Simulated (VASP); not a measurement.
# CaS (Fm-3m) in VASP: further runs, part 2 of 2

VASP 6.6.1.

**4. Vibrations by perturbation theory, PBEsol**

This run uses another cell than the first one, of 20.36 Å³/atom.

INCAR reads:

```
PREC = Accurate ; ENCUT = 500
EDIFF = 1E-8 ; ISMEAR = 0
SIGMA = 0.01 ; LREAL = F
LASPH = T ; NELM = 120
ALGO = Normal ; ISIF = 2
LWAVE = F ; LCHARG = T
GGA = PS ; IBRION = 8
NSW = 1 ; GGA_COMPAT = F
```

KPOINTS reads:

```
Automatic mesh
0
Gamma
  8 8 8
```

POSCAR reads:

```
CaS
1.0
    2.7305358691      2.7305358691      0.0000000000
   -2.7305358691      2.7305358691      0.0000000000
    0.0000000000      2.7305358691      2.7305358691
Ca S
1 1
Direct
    0.0000000000      0.0000000000      0.0000000000
    0.5000000000      0.5000000000      0.0000000000
```

Potentials or basis: VASP PAW PBE potentials, release 64 (Ca_sv, S).

Launch:

```bash
cat potpaw_PBE.64/Ca_sv/POTCAR potpaw_PBE.64/S/POTCAR > POTCAR
mpirun -np 1 vasp_std > vasp.out
```

OUTCAR:

```text
PREC = Accurate
   ENCUT = 500
   EDIFF = 1E-8
   ISMEAR = 0
   LREAL = F
   LASPH = T
   NELM = 120
   ISIF = 2
   GGA = PS
   IBRION = 8
   NSW = 1

 ion  position               nearest neighbor table
   1  0.000  0.000  0.000-   2 2.73   2 2.73   2 2.73   2 2.73   2 2.73   2 2.73
   2  0.500  0.500  0.000-   1 2.73   1 2.73   1 2.73   1 2.73   1 2.73   1 2.73

  LATTYP: Found a face centered cubic cell.
 ALAT       =     5.4610717382

  Lattice vectors:

 A1 = (   0.0000000000,   2.7305358691,   2.7305358691)
[... 615 lines left out ...]
  1X    -5.088451    0.000000    0.000000    5.088451    0.000000    0.000000
  1Y     0.000000   -5.088451    0.000000    0.000000    5.088451    0.000000
  1Z     0.000000    0.000000   -5.088451    0.000000    0.000000    5.088451
  2X     5.090940    0.000000   -0.000000   -5.090940   -0.000000    0.000000
  2Y    -0.000000    5.090940    0.000000    0.000000   -5.090940   -0.000000
  2Z    -0.000000   -0.000000    5.090940    0.000000    0.000000   -5.090940

 Eigenvectors and eigenvalues of the dynamical matrix
 ----------------------------------------------------

   1 f  =    8.356554 THz    52.505779 2PiTHz  278.744644 cm-1    34.559916 meV
             X         Y         Z           dx          dy          dz
      0.000000  0.000000  0.000000     0.227530   -0.559030    0.282961
      0.000000  2.730536  0.000000    -0.254434    0.625132   -0.316420
[... 21 lines left out ...]
   6 f/i=    0.001015 THz     0.006379 2PiTHz    0.033868 cm-1     0.004199 meV
             X         Y         Z           dx          dy          dz
      0.000000  0.000000  0.000000     0.490272   -0.350801    0.438430
      0.000000  2.730536  0.000000     0.438430   -0.313707    0.392070

--------------------------------------------------------------------------------------------------------

 ELASTIC MODULI CONTR FROM IONIC RELAXATION (kBar)
 Direction    XX          YY          ZZ          XY          YZ          ZX
 --------------------------------------------------------------------------------
 XX           0.0000      0.0000      0.0000      0.0000      0.0000      0.0000
 YY           0.0000      0.0000      0.0000      0.0000      0.0000      0.0000
 ZZ           0.0000      0.0000      0.0000      0.0000      0.0000      0.0000
 XY           0.0000      0.0000      0.0000      0.0000      0.0000      0.0000
 YZ           0.0000      0.0000      0.0000      0.0000      0.0000      0.0000
 ZX           0.0000      0.0000      0.0000      0.0000      0.0000      0.0000
 --------------------------------------------------------------------------------
```

OSZICAR:

```text
N       E                     dE             d eps       ncg     rms          rms(c)
DAV:   1     0.112886321756E+03    0.11289E+03   -0.78294E+03   696   0.124E+03
DAV:   2    -0.554352144440E+01   -0.11843E+03   -0.11321E+03   808   0.299E+02
[... 68 lines left out ...]
RMM:  16    -0.108617011120E+00    0.90539E-09   -0.72937E-07  3254   0.125E-04    0.959E-07
RMM:  17    -0.108617010818E+00    0.30159E-09   -0.61959E-07  3029   0.123E-04    0.168E-06
RMM:  18    -0.108617012080E+00   -0.12615E-08   -0.53058E-07  2820   0.122E-04    0.762E-07
RMM:  19    -0.108617012177E+00   -0.96942E-10   -0.51845E-07  2665   0.122E-04    0.586E-07
RMM:  20    -0.108617012036E+00    0.14047E-09   -0.49240E-07  2556   0.122E-04    0.661E-07
RMM:  21    -0.108617012471E+00   -0.43456E-09   -0.48723E-07  2612   0.122E-04    0.720E-08
 Linear response finished
```

stdout:

```text
POSCAR found type information on POSCAR CaS
 POSCAR found :  2 types and       2 ions
 scaLAPACK will be used
 -----------------------------------------------------------------------------
|                                                                             |
|                                                                             |
|     You enforced a specific xc type in the INCAR file but a different       |
|     I HOPE YOU KNOW WHAT YOU ARE DOING!                                     |
|                                                                             |
 -----------------------------------------------------------------------------

 LDA part: xc-table for (Slater+PW92), standard interpolation
 POSCAR, INCAR and KPOINTS ok, starting setup
 FFT: planning ... GRIDC
 FFT: planning ... GRID_SOFT
 FFT: planning ... GRID
 WAVECAR not read
 entering main loop
 Linear response reoptimize wavefunctions to high precision
 Linear response DOF=           2
 Linear response progress:
 first order change of Fermi-energy   0.19294E-03
 force on displaced ion       1 direction 1 :  -5.088   0.000   0.000
 Linear response progress:
 first order change of Fermi-energy  -0.72640E-03
 force on displaced ion       2 direction 1 :  -5.091   0.000   0.000
 Linear response finished
```

Run time: 3.8 min. Hardware: 1 thread of Intel Xeon Platinum 8259CL at 2.50GHz (Skylake/Cascade Lake), shared host; peak memory 0.22 GiB.

Results:

| Item | Value |
| --- | --- |
| Highest phonon frequency at Γ, LO-TO splitting left out | 279 cm⁻¹ |

Phonon frequencies in cm⁻¹ (negative: imaginary):
```tsv
q point	frequencies
(0.000, 0.000, 0.000)	0 0 0 279 279 279
```

Caveat: the cell stands under pressure or tension, which shifts response properties; the PAW data sets were made with another functional, which shifts forces and pressure a little.

**5. Vibrations by perturbation theory, PBEsol**

This run uses another cell than the first one, of 21.10 Å³/atom.

INCAR reads:

```
SYSTEM = CaS
  PREC = Accurate
  ENCUT = 500
  EDIFF = 1E-8
  ISMEAR = 0
  SIGMA = 0.01
  LREAL = .FALSE.
  LASPH = .TRUE.
  NELM = 120
  ALGO = Normal
  ISIF = 2
  LWAVE = .FALSE.
  LCHARG = .FALSE.
  GGA = PS
  NBANDS = 15
  IBRION = 8
  NSW = 1
  GGA_COMPAT = .FALSE.
```

KPOINTS reads:

```
regular mesh
0
G
  8 8 8
  0 0 0
```

POSCAR reads:

```
CaS
1.0
    2.7632396490      2.7632396490      0.0000000000
   -2.7632396490      2.7632396490      0.0000000000
    0.0000000000      2.7632396490      2.7632396490
Ca S
1 1
Direct
    0.0000000000      0.0000000000      0.0000000000
    0.5000000000      0.5000000000      0.0000000000
```

Potentials or basis: VASP PAW PBE potentials, release 64 (Ca_sv, S).

Launch:

```bash
cat potpaw_PBE.64/Ca_sv/POTCAR potpaw_PBE.64/S/POTCAR > POTCAR
mpirun -np 1 vasp_std > vasp.out
```

OUTCAR:

```text
SYSTEM = CaS
   PREC = Accurate
   ENCUT = 500
   EDIFF = 1E-8
   ISMEAR = 0
   LREAL = .FALSE.
   LASPH = .TRUE.
   NELM = 120
   ISIF = 2
   GGA = PS
   IBRION = 8
   NSW = 1

 ion  position               nearest neighbor table
   1  0.000  0.000  0.000-   2 2.76   2 2.76   2 2.76   2 2.76   2 2.76   2 2.76
   2  0.500  0.500  0.000-   1 2.76   1 2.76   1 2.76   1 2.76   1 2.76   1 2.76

  LATTYP: Found a face centered cubic cell.
 ALAT       =     5.5264792980
[... 690 lines left out ...]
               1X          1Y          1Z          2X          2Y          2Z
  1X    -4.447925   -0.000000    0.000000    4.447925    0.000000   -0.000000
  1Y     0.000000   -4.447925   -0.000000   -0.000000    4.447925    0.000000
  1Z    -0.000000   -0.000000   -4.447925    0.000000    0.000000    4.447925
  2X     4.453035    0.000000   -0.000000   -4.453035   -0.000000    0.000000
  2Y    -0.000000    4.453035    0.000000    0.000000   -4.453035   -0.000000
  2Z     0.000000    0.000000    4.453035   -0.000000   -0.000000   -4.453035

 Eigenvectors and eigenvalues of the dynamical matrix
 ----------------------------------------------------

   1 f  =    7.814347 THz    49.098993 2PiTHz  260.658571 cm-1    32.317529 meV
             X         Y         Z           dx          dy          dz
      0.000000  0.000000  0.000000     0.666475    0.000000    0.000000
      0.000000  2.763240  0.000000    -0.745528   -0.000000    0.000000
[... 21 lines left out ...]
   6 f/i=    0.002229 THz     0.014006 2PiTHz    0.074358 cm-1     0.009219 meV
             X         Y         Z           dx          dy          dz
      0.000000  0.000000  0.000000     0.000000   -0.745528    0.000000
      0.000000  2.763240  0.000000     0.000000   -0.666475    0.000000

--------------------------------------------------------------------------------------------------------

 ELASTIC MODULI CONTR FROM IONIC RELAXATION (kBar)
 Direction    XX          YY          ZZ          XY          YZ          ZX
 --------------------------------------------------------------------------------
 XX           0.0000      0.0000      0.0000      0.0000      0.0000      0.0000
 YY           0.0000      0.0000      0.0000      0.0000      0.0000      0.0000
 ZZ           0.0000      0.0000      0.0000      0.0000      0.0000      0.0000
 XY           0.0000      0.0000      0.0000      0.0000      0.0000      0.0000
 YZ           0.0000      0.0000      0.0000      0.0000      0.0000      0.0000
 ZX           0.0000      0.0000      0.0000      0.0000      0.0000      0.0000
 --------------------------------------------------------------------------------
```

OSZICAR:

```text
N       E                     dE             d eps       ncg     rms          rms(c)
DAV:   1     0.107508899087E+03    0.10751E+03   -0.74909E+03   870   0.980E+02
DAV:   2    -0.669666924126E+01   -0.11421E+03   -0.10828E+03  1059   0.254E+02
[... 57 lines left out ...]
RMM:  10    -0.108706257613E+00    0.79533E-06    0.78376E-06  3935   0.269E-04    0.235E-05
RMM:  11    -0.108706096132E+00    0.16148E-06   -0.72113E-07  4105   0.118E-04    0.169E-05
RMM:  12    -0.108705989121E+00    0.10701E-06    0.52782E-07  3995   0.528E-05    0.113E-05
RMM:  13    -0.108706001656E+00   -0.12536E-07   -0.18754E-07  4078   0.247E-05    0.455E-06
RMM:  14    -0.108705987552E+00    0.14104E-07    0.10238E-07  3853   0.137E-05    0.158E-06
RMM:  15    -0.108705990346E+00   -0.27934E-08   -0.60461E-08  3372   0.851E-06    0.216E-07
 Linear response finished
```

It took 5.6 min on 1 thread of Intel Xeon Platinum 8259CL at 2.50GHz (Skylake/Cascade Lake), shared host; peak memory 0.23 GiB.

Results:

| Property | Result |
| --- | --- |
| Highest phonon frequency at Γ, LO-TO splitting left out | 261 cm⁻¹ |

Phonon frequencies in cm⁻¹ (negative: imaginary):
| q point | frequencies |
| --- | --- |
| (0.000, 0.000, 0.000) | 0 0 0 261 261 261 |

Caveat: the cell stands under pressure or tension, which shifts response properties; the PAW data sets were made with another functional, which shifts forces and pressure a little.

**6. Vibrations by perturbation theory, PBEsol**

This run uses another cell than the first one, of 21.67 Å³/atom.

INCAR reads:

```
SYSTEM = CaS
PREC = Accurate ; ENCUT = 500
EDIFF = 1E-8 ; ISMEAR = 0
SIGMA = 0.01 ; LREAL = .FALSE.
LASPH = .TRUE. ; NELM = 120
ALGO = Normal ; ISIF = 2
LWAVE = .FALSE. ; LCHARG = .FALSE.
GGA = PS ; IBRION = 8
NSW = 1 ; GGA_COMPAT = .FALSE.
```

KPOINTS reads:

```
Automatic mesh
0
G
  8 8 8
  0 0 0
```

POSCAR reads:

```
CaS
1.0
    2.7881201342      2.7881201342      0.0000000000
   -2.7881201342      2.7881201342      0.0000000000
    0.0000000000      2.7881201342      2.7881201342
Ca S
1 1
Direct
    0.0000000000      0.0000000000      0.0000000000
    0.5000000000      0.5000000000      0.0000000000
```

Potentials or basis: VASP PAW PBE potentials, release 64 (Ca_sv, S).

Launch:

```bash
cat potpaw_PBE.64/Ca_sv/POTCAR potpaw_PBE.64/S/POTCAR > POTCAR
mpirun -np 1 vasp_std > vasp.out
```

OUTCAR:

```text
SYSTEM = CaS
   PREC = Accurate
   ENCUT = 500
   EDIFF = 1E-8
   ISMEAR = 0
   LREAL = .FALSE.
   LASPH = .TRUE.
   NELM = 120
   ISIF = 2
   GGA = PS
   IBRION = 8
   NSW = 1

 ion  position               nearest neighbor table
   1  0.000  0.000  0.000-   2 2.79   2 2.79   2 2.79   2 2.79   2 2.79   2 2.79
   2  0.500  0.500  0.000-   1 2.79   1 2.79   1 2.79   1 2.79   1 2.79   1 2.79

  LATTYP: Found a face centered cubic cell.
 ALAT       =     5.5762402684
[... 619 lines left out ...]
               1X          1Y          1Z          2X          2Y          2Z
  1X    -3.994989    0.000000    0.000000    3.994989    0.000000    0.000000
  1Y     0.000000   -3.994989    0.000000    0.000000    3.994989    0.000000
  1Z     0.000000    0.000000   -3.994989    0.000000    0.000000    3.994989
  2X     4.004010   -0.000000    0.000000   -4.004010    0.000000   -0.000000
  2Y     0.000000    4.004010   -0.000000   -0.000000   -4.004010    0.000000
  2Z     0.000000    0.000000    4.004010   -0.000000   -0.000000   -4.004010

 Eigenvectors and eigenvalues of the dynamical matrix
 ----------------------------------------------------

   1 f  =    7.408077 THz    46.546322 2PiTHz  247.106859 cm-1    30.637332 meV
             X         Y         Z           dx          dy          dz
      0.000000  0.000000  0.000000     0.000000   -0.666270    0.000000
      0.000000  2.788120  0.000000     0.000000    0.745711    0.000000
[... 21 lines left out ...]
   6 f/i=    0.004151 THz     0.026081 2PiTHz    0.138458 cm-1     0.017167 meV
             X         Y         Z           dx          dy          dz
      0.000000  0.000000  0.000000     0.000000    0.000000    0.745711
      0.000000  2.788120  0.000000    -0.000000    0.000000    0.666270

--------------------------------------------------------------------------------------------------------

 ELASTIC MODULI CONTR FROM IONIC RELAXATION (kBar)
 Direction    XX          YY          ZZ          XY          YZ          ZX
 --------------------------------------------------------------------------------
 XX           0.0000      0.0000      0.0000      0.0000      0.0000      0.0000
 YY           0.0000      0.0000      0.0000      0.0000      0.0000      0.0000
 ZZ           0.0000      0.0000      0.0000      0.0000      0.0000      0.0000
 XY           0.0000      0.0000      0.0000      0.0000      0.0000      0.0000
 YZ           0.0000      0.0000      0.0000      0.0000      0.0000      0.0000
 ZX           0.0000      0.0000      0.0000      0.0000      0.0000      0.0000
 --------------------------------------------------------------------------------
```

It took 5.4 min on 1 thread of Intel Xeon Platinum 8259CL at 2.50GHz (Skylake/Cascade Lake), shared host; peak memory 0.24 GiB.

What came out:

```
Highest phonon frequency at Γ, LO-TO splitting left out : 247 cm⁻¹
```

Phonon frequencies in cm⁻¹ (negative: imaginary):
```
              q point        frequencies
(0.000, 0.000, 0.000)  0 0 0 247 247 247
```

Caveat: the cell stands under pressure or tension, which shifts response properties; the PAW data sets were made with another functional, which shifts forces and pressure a little.
